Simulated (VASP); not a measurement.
Write the native input for VASP 6.6.1 that does the following.

| Quantity | Value |
| --- | --- |
| Task | relaxation of cell and atoms |
| Functional | PBEsol |
| Potentials or basis | VASP PAW PBE potentials, release 64 (S) |
| Cutoff | 600 eV |
| k mesh | 6 × 6 × 6 |
| Occupations | gaussian, width 0.1 eV |
| Spin | no spin polarisation |
| Dipole correction | no |
| Further INCAR settings | ALGO = Normal; EDIFF = 1e-06; IBRION = 2; EDIFFG = -0.04; NSW = 90; ISIF = 3 |

The structure of S lies in POSCAR:

```
S
1.0
    3.1702216425      0.0000000000      0.0000000000
   -1.5851108212      2.7454924780      0.0000000000
    0.0000000000      0.0000000000      3.5775680439
S
2
Direct
    0.3333333333      0.6666666667      0.2500000000
    0.6666666667      0.3333333333      0.7500000000
```

These files were run (other wordings do the same):

INCAR

```
SYSTEM = S
PREC = Accurate
ENCUT = 600
EDIFF = 1E-6
ISMEAR = 0
SIGMA = 0.1
LREAL = .FALSE.
LASPH = .TRUE.
NELM = 60
ALGO = Normal
ISIF = 3
LWAVE = .FALSE.
LCHARG = .FALSE.
GGA = PS
IBRION = 2
NSW = 90
EDIFFG = -0.04
```

KPOINTS

```
Automatic mesh
0
G
  6 6 6
  0 0 0
```

Potentials or basis: VASP PAW PBE potentials, release 64 (S).

Run with:

```console
$ cat potpaw_PBE.64/S/POTCAR > POTCAR
$ mpirun -np 1 vasp_std > vasp.out
```

It gave:

The relaxed volume is 16.00 Å³/atom. The relaxed cell is a = 3.240 Å, b = 3.240 Å, c = 3.519 Å, α = 90.00°, β = 90.00°, γ = 120.00°, the space group after relaxing (to 0.05 Å) is P6_3/mmc (No. 194) and the energy gained by relaxing is 7.0 meV/atom. The ionic steps are 3 and the pressure after relaxing is 0.1 GPa. The band gap on the k mesh is zero (band 6 reaches 8.65 eV, above the bottom of band 7 at 6.10 eV).

Caveat: the k points lie up to 0.37 Å⁻¹ apart in the final cell; the PAW data sets were made with another functional, which shifts forces and pressure a little.

Wall time 16 s on 1 thread of Intel(R) Xeon(R) Platinum 8559C (Emerald Rapids), on a shared host, peak memory 0.15 GiB.
